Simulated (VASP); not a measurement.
Input of a VASP 6.6.1 run:

POSCAR

```
InAs
1.0
    0.0000000000      2.7219087330      3.8487789484
    2.7219087330      0.0000000000      3.8487789484
    2.7219087330      2.7219087330      0.0000000000
In As
1 1
Direct
    0.0000000000      0.0000000000      0.0000000000
    0.7500000000      0.7500000000      0.7500000000
```

File INCAR.step1:

```
PREC     = Accurate       # precision mode
ENCUT    = 520            # plane-wave cutoff, eV
ISMEAR   = 0              # smearing method
SIGMA    = 0.03           # smearing width, eV
LREAL    = F              # projectors in reciprocal space
LASPH    = T              # aspherical terms in the spheres
NELM     = 100            # most SCF steps
NBANDS   = 16             # bands
GGA      = PE             # functional
ALGO     = Normal         # electronic algorithm
EDIFF    = 1E-4           # SCF threshold, eV
LWAVE    = T              # write WAVECAR
LCHARG   = F              # write CHGCAR
```

Contents of INCAR.step2:

```
PREC     = Accurate       # precision mode
ENCUT    = 520            # plane-wave cutoff, eV
EDIFF    = 1E-7           # SCF threshold, eV
ISMEAR   = 0              # smearing method
SIGMA    = 0.03           # smearing width, eV
LREAL    = F              # projectors in reciprocal space
LASPH    = T              # aspherical terms in the spheres
NELM     = 100            # most SCF steps
ALGO     = Normal         # electronic algorithm
ISIF     = 2              # what is computed and relaxed
LWAVE    = F              # write WAVECAR
LCHARG   = T              # write CHGCAR
METAGGA  = R2SCAN         # meta-GGA
LMIXTAU  = T            
LELF     = T              # ELF
LVHAR    = T            
NBANDS   = 16             # bands
ISTART   = 1
```

KPOINTS

```
regular mesh
0
Gamma
  10 10 10
```

Potentials or basis: VASP PAW PBE potentials, release 64 (In_d, As).

Command:

```bash
$ cat potpaw_PBE.64/In_d/POTCAR potpaw_PBE.64/As/POTCAR > POTCAR
$ cp INCAR.step1 INCAR
$ mpirun -np 1 vasp_std > vasp.out
$ cp INCAR.step2 INCAR
$ mpirun -np 1 vasp_std > vasp.out
```

Question: What does it give for the band gap on the k mesh?

Answer: Zero (bands 9 and 10 overlap by 0.29 eV).

Question: Estimate the pressure.

Answer: -1.0 GPa.

Stress tensor (GPa, compression positive):
```
  4.98   0.00   0.00
  0.00   4.98   0.00
  0.00   0.00 -12.93
```

Caveat: the stress differs along the axes, from -13 to 5 GPa; semilocal functionals underestimate gaps, and a narrow one can read as zero; the PAW data sets were made with another functional, which shifts forces and pressure a little; spin-orbit coupling is left out, which moves the levels of the heavy elements.
